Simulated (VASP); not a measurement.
Wanted: the native input for a VASP 6.6.1 run.

* Task: single point
* Functional: PBEsol
* Potentials or basis: VASP PAW PBE potentials, release 64 (B, Bi_d)
* Cutoff: 520 eV
* k mesh: 8 × 8 × 8
* Occupations: fermi-dirac, width 0.03 eV
* Spin: no spin polarisation
* Dipole correction: no
* Further INCAR settings: ALGO = Normal; EDIFF = 1e-06; NBANDS = 16

The structure of BiB lies in POSCAR:

```
BiB
1.0
    0.0000000000      2.6028191574      2.6028191574
    2.6028191574      0.0000000000      2.6028191574
    2.6028191574      2.6028191574      0.0000000000
B Bi
1 1
Direct
    0.0000000000      0.0000000000      0.0000000000
    0.5000000000      0.5000000000      0.5000000000
```

The input as run:

INCAR

```
SYSTEM = BiB
PREC     = Accurate       ! precision mode
ENCUT    = 520            ! plane-wave cutoff, eV
EDIFF    = 1E-6           ! SCF threshold, eV
ISMEAR   = -1             ! smearing method
SIGMA    = 0.03           ! smearing width, eV
LREAL    = .FALSE.        ! projectors in reciprocal space
LASPH    = .TRUE.         ! aspherical terms in the spheres
NELM     = 60             ! most SCF steps
ALGO     = Normal         ! electronic algorithm
ISIF     = 2              ! what is computed and relaxed
LWAVE    = .FALSE.        ! write WAVECAR
LCHARG   = .FALSE.        ! write CHGCAR
GGA      = PS             ! functional
NBANDS   = 16             ! bands
```

KPOINTS

```
regular mesh
0
G
  8 8 8
  0 0 0
```

Potentials or basis: VASP PAW PBE potentials, release 64 (B, Bi_d).

Run with:

```sh
$ cat potpaw_PBE.64/B/POTCAR potpaw_PBE.64/Bi_d/POTCAR > POTCAR
$ mpirun -np 1 vasp_std > vasp.out
```

Results of the run:

```
Pressure               : 0.0 GPa
Band gap on the k mesh : zero (bands 9 and 10 overlap by 4.24 eV)
```

Caveat: the PAW data sets were made with another functional, which shifts forces and pressure a little; spin-orbit coupling is left out, which moves the levels of the heavy elements.

Wall time 14 s on 1 thread of AMD EPYC 7R43 64-Core Processor (Zen 3), with other jobs on the host, peak memory 0.13 GiB.
